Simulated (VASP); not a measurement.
# ReBi: single point with PBE

The system is ReBi.

```
Re Bi
1.0
     0.00000    3.06773    3.06773
     3.06773    0.00000    3.06773
     3.06773    3.06773    0.00000
Re Bi
1 1
Direct
  0.00000 0.00000 0.00000
  0.25000 0.25000 0.25000
```

This cell differs from its parent crystal: volume scaled by 0.960.

```json
{"Program": "VASP 6.6.1", "Task": "single point", "Functional": "PBE", "Potentials or basis": "VASP PAW PBE potentials, release 64 (Re, Bi_d)", "Cutoff": "520 eV", "k mesh": "10 × 10 × 10", "Occupations": "gaussian, width 0.05 eV", "Spin": "no spin polarisation", "Dipole correction": "no", "Further INCAR settings": "ALGO = Fast; EDIFF = 1e-06; NBANDS = 18"}
```

The pressure is 3.6 GPa.

Levels at points of the mesh, in eV from the Fermi level:
```csv
k point,band 7,band 8,band 9,band 10,band 11,band 12,band 13,band 14,band 15,band 16
"(0.00, 0.00, 0.00)",-2.62,-2.62,-2.62,-0.18,-0.18,2.53,6.06,6.06,6.06,7.13
"(0.50, 0.00, 0.00)",-4.07,-2.31,-2.31,-0.04,-0.04,-0.01,3.33,3.33,4.25,8.49
"(0.50, 0.50, 0.00)",-4.47,-1.46,-1.46,-0.75,-0.09,-0.01,0.95,0.95,5.89,6.37
```

It took 82 s on 1 thread of Intel(R) Xeon(R) Platinum 8259CL CPU @ 2.50GHz (Skylake/Cascade Lake) (shared host), peak memory 0.21 GiB.

Caveat: spin-orbit coupling is left out, which moves the levels of the heavy elements.
